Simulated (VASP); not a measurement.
# AlGa2N3 (P3m1) in VASP: single point with PBE

Aim: the single point of AlGa2N3 with PBE.

Everything below comes from runs of VASP 6.6.1. Logs are shortened: lines on timing, memory, paths and dates and some standing lists are left out, and cuts for length are marked.

## Step 1: The cell of the first run

Symmetry: P3m1, No. 156, trigonal system. The conventional cell has a = 3.189 Å, b = 3.189 Å, c = 15.517 Å, α = 90.00°, β = 90.00°, γ = 120.00°. Al (site symmetry 3m) has 4 N at 1.91 to 1.93 Å within 2.5 Å. Al (site symmetry 3m) has 4 N at 1.91 to 1.93 Å within 2.5 Å. Within 2.6 Å of N (site symmetry 3m) lie 3 Al at 1.93 Å and 1 Ga at 1.98 Å. N (site symmetry 3m) has 4 Al at 1.91 to 1.93 Å within 2.5 Å. N (site symmetry 3m) has 1 Al at 1.91 Å and 3 Ga at 1.96 Å within 2.5 Å. N (site symmetry 3m) has 4 Ga at 1.95 to 1.98 Å within 2.6 Å. N (site symmetry 3m) has 4 Ga at 1.95 to 1.98 Å within 2.6 Å. N (site symmetry 3m) has 4 Ga at 1.95 to 1.98 Å within 2.6 Å.

## Step 2: Single point, PBE

File INCAR:

```
SYSTEM = AlGa2N3
ALGO = Normal
EDIFF = 1E-6
ENCUT = 520
GGA = PE
ISIF = 2
ISMEAR = 0
LASPH = .TRUE.
LCHARG = .FALSE.
LREAL = .FALSE.
LWAVE = .FALSE.
NBANDS = 56
NELM = 100
PREC = Accurate
SIGMA = 0.02
```

File KPOINTS:

```
k-points
0
G
  12 12 2
  0 0 0
```

File POSCAR:

```
AlGa2N3
1.0
    3.1885694735      0.0000000000      0.0000000000
   -1.5942847368      2.7613821658      0.0000000000
    0.0000000000      0.0000000000     15.5171772985
Al N Ga
2 6 4
Direct
    0.3333333333      0.6666666667      0.3303785768
    0.6666666667      0.3333333333      0.1698550048
    0.3333333333      0.6666666667      0.1327982445
    0.6666666667      0.3333333333      0.2927798730
    0.3333333333      0.6666666667      0.4533065928
    0.6666666667      0.3333333333      0.6235185733
    0.3333333333      0.6666666667      0.7930869926
    0.6666666667      0.3333333333      0.9626538792
    0.3333333333      0.6666666667      0.6655499629
    0.6666666667      0.3333333333      0.4960425054
    0.3333333333      0.6666666667      1.0049055370
    0.6666666667      0.3333333333      0.8351242578
```

Potentials or basis: VASP PAW PBE potentials, release 64 (Al, N, Ga_d).

Command:

```sh
$ cat potpaw_PBE.64/Al/POTCAR potpaw_PBE.64/N/POTCAR potpaw_PBE.64/Ga_d/POTCAR > POTCAR
$ mpirun -np 1 vasp_std > vasp.out
```

OUTCAR:

```text
SYSTEM = AlGa2N3
   EDIFF = 1E-6
   ENCUT = 520
   GGA = PE
   ISIF = 2
   ISMEAR = 0
   LASPH = .TRUE.
   LREAL = .FALSE.
   NELM = 100
   PREC = Accurate

 ion  position               nearest neighbor table
   1  0.333  0.667  0.330-   5 1.91   4 1.93   4 1.93   4 1.93   2 3.10   2 3.10   2 3.10
   2  0.667  0.333  0.170-   4 1.91   3 1.93   3 1.93   3 1.93   1 3.10   1 3.10   1 3.10
   3  0.333  0.667  0.133-   2 1.93   2 1.93   2 1.93  11 1.98
   4  0.667  0.333  0.293-   2 1.91   1 1.93   1 1.93   1 1.93
   5  0.333  0.667  0.453-   1 1.91  10 1.96  10 1.96  10 1.96
   6  0.667  0.333  0.624-   9 1.95   9 1.95   9 1.95  10 1.98
   7  0.333  0.667  0.793-  12 1.95  12 1.95  12 1.95   9 1.98
   8  0.667  0.333  0.963-  11 1.95  11 1.95  11 1.95  12 1.98
   9  0.333  0.667  0.666-   6 1.95   6 1.95   6 1.95   7 1.98
  10  0.667  0.333  0.496-   5 1.96   5 1.96   5 1.96   6 1.98
  11  0.333  0.667  0.005-   8 1.95   8 1.95   8 1.95   3 1.98
  12  0.667  0.333  0.835-   7 1.95   7 1.95   7 1.95   8 1.98

  LATTYP: Found a hexagonal cell.
 ALAT       =     3.1885694735
 C/A-ratio  =     4.8665012406

  Lattice vectors:

 A1 = (   3.1885694735,   0.0000000000,   0.0000000000)
 A2 = (  -1.5942847368,   2.7613821658,   0.0000000000)
 A3 = (   0.0000000000,   0.0000000000,  15.5171772985)

Analysis of symmetry for initial positions (statically):
=====================================================================
 Subroutine PRICEL returns:
 Original cell was already a primitive cell.

 Routine SETGRP: Setting up the symmetry group for a
 hexagonal supercell.

 Subroutine GETGRP returns: Found  6 space group operations
 (whereof  6 operations were pure point group operations)
 out of a pool of 24 trial point group operations.

The static configuration has the point symmetry C_3v.

Analysis of symmetry for dynamics (positions and initial velocities):
=====================================================================
 Subroutine PRICEL returns:
 Original cell was already a primitive cell.

 Routine SETGRP: Setting up the symmetry group for a
 hexagonal supercell.

 Subroutine GETGRP returns: Found  6 space group operations
 (whereof  6 operations were pure point group operations)
 out of a pool of 24 trial point group operations.

The dynamic configuration has the point symmetry C_3v.

 Subroutine INISYM returns: Found  6 space group operations
 (whereof  6 operations are pure point group operations),
 and found     1 'primitive' translations

----------------------------------------------------------------------------------------

                                     Primitive cell

  volume of cell :     136.6266

  direct lattice vectors                    reciprocal lattice vectors
     3.188569473  0.000000000  0.000000000     0.313620264  0.181068744  0.000000000
    -1.594284737  2.761382166  0.000000000     0.000000000  0.362137488  0.000000000
     0.000000000  0.000000000 15.517177299     0.000000000  0.000000000  0.064444711

  length of vectors
     3.188569473  3.188569474 15.517177299     0.362137488  0.362137488  0.064444711

  position of ions in fractional coordinates (direct lattice)
     0.333333333  0.666666667  0.330378577
     0.666666667  0.333333333  0.169855005
     0.333333333  0.666666667  0.132798245
     0.666666667  0.333333333  0.292779873
     0.333333333  0.666666667  0.453306593
     0.666666667  0.333333333  0.623518573
     0.333333333  0.666666667  0.793086993
     0.666666667  0.333333333  0.962653879
     0.333333333  0.666666667  0.665549963
     0.666666667  0.333333333  0.496042505
     0.333333333  0.666666667  0.004905537
     0.666666667  0.333333333  0.835124258

  ion indices of the primitive-cell ions
   primitive index   ion index
                 1           1
                 2           2
                 3           3
                 4           4
                 5           5
                 6           6
                 7           7
                 8           8
                 9           9
                10          10
                11          11
                12          12

----------------------------------------------------------------------------------------

 KPOINTS: k-points

Automatic generation of k-mesh.
 Grid dimensions read from file:
 generate k-points for:   12   12    2

 Generating k-lattice:

  Cartesian coordinates                     Fractional coordinates (reciprocal lattice)
     0.026135022  0.015089062  0.000000000     0.083333333  0.000000000  0.000000000
     0.000000000  0.030178124  0.000000000     0.000000000  0.083333333  0.000000000
     0.000000000  0.000000000  0.032222355     0.000000000  0.000000000  0.500000000

  Length of vectors
     0.030178124  0.030178124  0.032222355

  Shift w.r.t. Gamma in fractional coordinates (k-lattice)
     0.000000000  0.000000000  0.000000000

 Subroutine IBZKPT returns following result:
 ===========================================

 Found     38 irreducible k-points:

 Following reciprocal coordinates:
            Coordinates               Weight
  0.000000  0.000000  0.000000      1.000000
  0.083333 -0.000000  0.000000      6.000000
  0.166667 -0.000000  0.000000      6.000000
  0.250000 -0.000000  0.000000      6.000000
  0.333333 -0.000000  0.000000      6.000000
  0.416667  0.000000  0.000000      6.000000
[... 16 lines left out ...]
  0.250000 -0.000000  0.500000      6.000000
  0.333333 -0.000000  0.500000      6.000000
 [... further k-points ...]
   k-points           NKPTS =     38   k-points in BZ     NKDIM =     38   number of bands    NBANDS=     56
   number of dos      NEDOS =    301   number of ions     NIONS =     12
   total plane-waves  NPLWV =  69120
   dimension x,y,z NGX =    24 NGY =   24 NGZ =  120
   dimension x,y,z NGXF=    48 NGYF=   48 NGZF=  240
   ions per type =               2   6   4
   NGX,Y,Z   is equivalent  to a cutoff of  12.51, 12.51, 12.86 a.u.
   NGXF,Y,Z  is equivalent  to a cutoff of  25.03, 25.03, 25.71 a.u.
 SYSTEM =  AlGa2N3
   PREC   = accura    normal or accurate (medium, high low for compatibility)
   ISTART =      0    job   : 0-new  1-cont  2-samecut
   ICHARG =      2    charge: 1-file 2-atom 10-const
   ISPIN  =      1    spin polarized calculation?
   LNONCOLLINEAR =      F non collinear calculations
   LSORBIT =      F    spin-orbit coupling
   LASPH  =      T    aspherical Exc in radial PAW
   ENCUT  =  520.0 eV  38.22 Ry    6.18 a.u.   5.93  5.93 28.85*2*pi/ulx,y,z
   NELM   =    100;   NELMIN=  2; NELMDL= -5     # of ELM steps
   EDIFF  = 0.1E-05   stopping-criterion for ELM
   LREAL  =      F    real-space projection
   EDIFFG = 0.1E-04   stopping-criterion for IOM
   NSW    =      0    number of steps for IOM
   IBRION =     -1    ionic relax: 0-MD 1-quasi-New 2-CG
   NFREE  =      0    steps in history (QN), initial steepest desc. (CG)
   ISIF   =      2    stress and relaxation
   ISYM   =      2    0-nonsym 1-usesym 2-fastsym
   POTIM  = 0.5000    time-step for ionic-motion
   TEBEG  =    0.0;   TEEND  =   0.0 temperature during run
   PSTRESS=    0.0 pullay stress
   NELECT =      88.0000    total number of electrons
   NUPDOWN=      -1.0000    fix difference up-down
   EMIN   =  10.00;   EMAX   =-10.00  energy-range for DOS
   EFERMI =   0.00;   METHOD = LEGACY
   ISMEAR =     0;   SIGMA  =   0.02  broadening in eV -4-tet -1-fermi 0-gaus
   EFERMI_NEDOS =   21; number of points for ismear=-14 and -15
   IALGO  =     38    algorithm
   IMIX   =      4    mixing-type and parameters
     AMIX     =   0.40;   BMIX     =  1.00
     AMIX_MAG =   1.60;   BMIX_MAG =  1.00
  volume/ion in A,a.u.               =      11.39        76.83
  Fermi-wavevector in a.u.,A,eV,Ry     =   1.413809  2.671711 27.196078  1.998855
  Thomas-Fermi vector in A             =   2.535416
   LORBIT       =      0    0 simple, 1 ext, 2 COOP (PROOUT), +10 PAW based schemes
   GGA     = PE    functional components
   LHFCALC =     F    Hartree Fock is set to
   AEXX    =    0.0000 exact exchange contribution
   IVDW    =     0    specifies the selected vdW correction
   LEPSILON=     F    determine dielectric tensor
   LRPA    =     F    only Hartree local field effects (RPA)
 non-spin polarized calculation
 Gauss-broadening in eV      SIGMA  =   0.02
  energy-cutoff  :      520.00
  volume of cell :      136.63
 maximum number of plane-waves:      3713
 NGX is ok and might be reduce to    24
   NGX = 11   NGY = 11   NGZ = 57

 number of electron      87.9999992 magnetization

 Free energy of the ion-electron system (eV)
  ---------------------------------------------------
  ext. energy  EPLUGINS =         0.00000000
  ---------------------------------------------------
  free energy    TOTEN  =       -78.34872687 eV

  energy without entropy =      -78.34872687  energy(sigma->0) =      -78.34872687

 E-fermi :   5.6343     XC(G=0): -11.3042

 val. band max:        5.4743790062   @ k =   0.0000   0.0000   0.0000
 cond. band min:       7.6612312476   @ k =   0.0000   0.0000   0.0000
 fundamental gap:      2.1868522415
 Fermi energy:         5.6342803311

 k-point     1 :       0.0000    0.0000    0.0000
  band No.  band energies     occupation
      1     -10.2882      2.00000
      2      -9.9807      2.00000
      3      -9.8573      2.00000
      4      -9.5379      2.00000
      5      -9.3924      2.00000
      6      -8.6164      2.00000
[... 48 lines left out ...]
     55      15.1777      0.00000
     56      15.4850      0.00000

 k-point     2 :       0.0833   -0.0000    0.0000
  band No.  band energies     occupation
      1     -10.2214      2.00000
      2      -9.9248      2.00000
      3      -9.7961      2.00000
      4      -9.5098      2.00000
      5      -9.3548      2.00000
      6      -8.5751      2.00000
[... 1291 lines left out ...]
  band No.  band energies     occupation
      1      -9.6250      2.00000
      2      -9.4821      2.00000
      3      -9.3657      2.00000
      4      -9.1793      2.00000
      5      -8.8531      2.00000
      6      -8.0947      2.00000
[... 48 lines left out ...]
     55      13.9717      0.00000
     56      14.4742      0.00000

 [... further k-points ...]

------------------------ aborting loop because EDIFF is reached ----------------------------------------

  FORCE on cell =-STRESS in cart. coord.  units (eV):
  Direction    XX          YY          ZZ          XY          YZ          ZX
  --------------------------------------------------------------------------------------
  -------------------------------------------------------------------------------------
  Total       -0.0666458     -0.0666458      0.0268462      0.0000000      0.0000000      0.0000000
  in kB       -0.7815349     -0.7815349      0.3148168      0.0000000      0.0000000      0.0000000
  external PRESSURE =      -0.4160843 kB  Pullay stress =       0.0000000 kB

 VOLUME and BASIS-vectors are now :
 -----------------------------------------------------------------------------
  energy-cutoff  :      520.00
  volume of cell :      136.63
      direct lattice vectors                 reciprocal lattice vectors
     3.188569473  0.000000000  0.000000000     0.313620264  0.181068744  0.000000000
    -1.594284737  2.761382166  0.000000000     0.000000000  0.362137488  0.000000000
     0.000000000  0.000000000 15.517177299     0.000000000  0.000000000  0.064444711

 POSITION                                       TOTAL-FORCE (eV/Angst)
 -----------------------------------------------------------------------------------
     -0.00000      1.84092      5.12654         0.000000     -0.000000      0.007049
      1.59428      0.92046      2.63567         0.000000     -0.000000      0.006237
     -0.00000      1.84092      2.06065         0.000000     -0.000000      0.010890
      1.59428      0.92046      4.54312         0.000000     -0.000000     -0.008323
     -0.00000      1.84092      7.03404        -0.000000     -0.000000     -0.018042
      1.59428      0.92046      9.67525        -0.000000     -0.000000     -0.002221
     -0.00000      1.84092     12.30647        -0.000000      0.000000      0.000107
      1.59428      0.92046     14.93767        -0.000000      0.000000      0.001252
     -0.00000      1.84092     10.32746         0.000000     -0.000000     -0.000746
      1.59428      0.92046      7.69718         0.000000     -0.000000      0.006617
     -0.00000      1.84092      0.07612         0.000000     -0.000000     -0.003124
      1.59428      0.92046     12.95877         0.000000      0.000000      0.000303
 -----------------------------------------------------------------------------------
    total drift:                               -0.000002     -0.000003     -0.001228

  FREE ENERGIE OF THE ION-ELECTRON SYSTEM (eV)
  ---------------------------------------------------
  free  energy   TOTEN  =       -78.3487268673 eV

  energy  without entropy=      -78.3487268673  energy(sigma->0) =      -78.34872687
```

Run time: 12 min. Hardware: 1 thread of Intel Xeon 8259CL, shared host; peak memory 0.38 GiB.

Results:

```yaml
Free_energy: -78.3487 eV
Pressure: 0.0 GPa
Largest_force: 0.018 eV/Å
Band_gap_on_the_k_mesh: 2.19 eV, direct
```

Forces on the atoms (eV/Å):
```
Al   0.000  0.000  0.007
Al   0.000  0.000  0.006
N    0.000  0.000  0.011
N    0.000  0.000 -0.008
N    0.000  0.000 -0.018
N    0.000  0.000 -0.002
N    0.000  0.000  0.000
N    0.000  0.000  0.001
Ga   0.000  0.000 -0.001
Ga   0.000  0.000  0.007
Ga   0.000  0.000 -0.003
Ga   0.000  0.000  0.000
```

A k mesh can miss the band edges.
